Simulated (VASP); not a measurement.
Set up this calculation in VASP 6.6.1, as the native input.

```yaml
Task: relaxation of cell and atoms
Functional: RPBE
Dispersion: D4
Potentials_or_basis: VASP PAW PBE potentials, release 64 (O, C)
Cutoff: 600 eV
k_mesh: 9 × 9 × 9
Occupations: fermi-dirac, width 0.05 eV
Spin: no spin polarisation
Dipole_correction: no
Further_INCAR_settings: ALGO = Normal; EDIFF = 1e-06; IBRION = 2; EDIFFG = -0.01; NSW = 60; ISIF = 3
```

The structure of CO2 lies in POSCAR:

```
CO2
1.0
   -1.9747270000      1.9747270000      3.0140580000
    1.9747270000     -1.9747270000      3.0140580000
    1.9747270000      1.9747270000     -3.0140580000
O C
4 2
Direct
    0.8750000000      0.9597980000      0.5847980000
    0.3750000000      0.2902020000      0.4152020000
    0.0402020000      0.6250000000      0.9152020000
    0.7097980000      0.1250000000      0.0847980000
    0.0000000000      0.0000000000      0.0000000000
    0.7500000000      0.2500000000      0.5000000000
```

One way to write it, as run:

INCAR

```
PREC = Accurate
ENCUT = 600
EDIFF = 1E-6
ISMEAR = -1
SIGMA = 0.05
LREAL = False
LASPH = True
NELM = 80
ALGO = Normal
ISIF = 3
LWAVE = False
LCHARG = False
GGA = RP
IVDW = 13
IBRION = 2
NSW = 60
EDIFFG = -0.01
```

KPOINTS

```
regular mesh
0
Gamma
  9 9 9
```

Potentials or basis: VASP PAW PBE potentials, release 64 (O, C).

Run with:

```sh
$ cat potpaw_PBE.64/O/POTCAR potpaw_PBE.64/C/POTCAR > POTCAR
$ mpirun -np 1 vasp_std > vasp.out
```

It gave:

```yaml
Relaxed_volume: 7.72 Å³/atom
Relaxed_cell: a = 4.089 Å, b = 4.089 Å, c = 4.089 Å, α = 122.58°, β = 122.58°, γ = 85.58°
Space_group_after_relaxing_to_0.1_Å: I-42d (No. 122)
Energy_gained_by_relaxing: 2.0 meV/atom
Ionic_steps: 9
Pressure_after_relaxing: -0.1 GPa
Band_gap_on_the_k_mesh: 7.75 eV (least direct gap 8.11 eV)
Dispersion_energy_per_atom: -0.315 eV
```

Caveat: the PAW data sets were made with another functional, which shifts forces and pressure a little.

Run time: 3.5 min on 1 thread of Intel(R) Xeon(R) 6975P-C (Granite Rapids), on a shared host, peak memory 0.23 GiB.
